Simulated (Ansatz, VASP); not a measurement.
**Two plane-wave programs on Al2CdPb4**

```
CELL_PARAMETERS angstrom
4.32401 0.20172 0.08742
-1.98417 2.63679 0.01455
0.40863 0.35574 16.50672
ATOMIC_POSITIONS crystal
Al 0.11547 0.19444 0.21791
Al 0.88546 0.80750 0.78207
Cd 0.99984 0.99983 0.49999
Pb 0.62268 0.27992 0.34803
Pb 0.37649 0.71766 0.65199
Pb 0.29964 0.67564 0.91143
Pb 0.70041 0.32501 0.08857
```

Change from the starting cell: cell x1, atoms moved at random (sigma 0.1 Å) and cell strained at random (1.5 %), then relaxed without symmetry.

Alike in both runs: functional PBE; k mesh 6 × 6 × 2; occupations gaussian, width 0.2 eV; no spin polarisation.

Ansatz relaxed the structure, and its values are those at the end. VASP's run is a single point on that final structure, the one shown.

```csv
,VASP,Ansatz
version,VASP 6.6.1,Ansatz 0.2.0
potentials or method,"VASP PAW PBE potentials, release 64 (Al, Cd, Pb_d), cutoff 520 eV","scalar-relativistic, plane waves, PAW"
valence electrons in the cell,74,82
```

|  | VASP | Ansatz | Ansatz less VASP |
| --- | --- | --- | --- |
| gap on the k mesh at the Fermi level (eV) | none | none | - |
| pressure (GPa) | 0.0 | 0.1 | +0.02 |
| rms of the force components (eV/Å) | 0.007 | 0.007 | 0.0000 |

A gap of «none» marks a metal or a gap that the smearing closes. VASP's potentials hold 74 valence electrons a cell and Ansatz's 82, so a difference there can come from the potentials and not from the codes.

The k mesh is coarse, so the values compare programs but aren't converged. Spin-orbit coupling is off throughout.
